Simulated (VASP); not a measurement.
Here is a VASP 6.6.1 calculation.

File INCAR:

```
ALGO     = Normal         # electronic algorithm
EDIFF    = 1E-6           # SCF threshold, eV
ENCUT    = 520            # plane-wave cutoff, eV
GGA      = PE             # functional
ISIF     = 2              # what is computed and relaxed
ISMEAR   = 0              # smearing method
ISPIN    = 2              # spin polarisation
LASPH    = True           # aspherical terms in the spheres
LCHARG   = True           # write CHGCAR
LELF     = True           # ELF
LMAXMIX  = 4              # l up to which the mixer works
LORBIT   = 11             # projections on sites
LREAL    = False          # projectors in reciprocal space
LVHAR    = True         
LWAVE    = False          # write WAVECAR
MAGMOM   = 2 1            # initial moments
NBANDS   = 22             # bands
NELM     = 150            # most SCF steps
PREC     = Accurate       # precision mode
SIGMA    = 0.027000000000000003 # smearing width, eV
```

The input KPOINTS:

```
k-points
0
Gamma
  9 9 9
```

File POSCAR:

```
TiCo
1.0
    2.9861109900      0.0000000000      0.0000000000
    0.0000000000      2.9861109900      0.0000000000
    0.0000000000      0.0000000000      2.9861109900
Co Ti
1 1
Direct
    0.5000000000      0.5000000000      0.5000000000
    0.0000000000      0.0000000000      0.0000000000
```

Potentials or basis: VASP PAW PBE potentials, release 64 (Co, Ti_sv).

Run with:

```console
$ cat potpaw_PBE.64/Co/POTCAR potpaw_PBE.64/Ti_sv/POTCAR > POTCAR
$ mpirun -np 1 vasp_std > vasp.out
```

(1) Estimate the pressure.

(2) Predict the site moments.

## Answers

(1) -0.8 GPa.

(2) Co +0.92; Ti -0.03 μB.
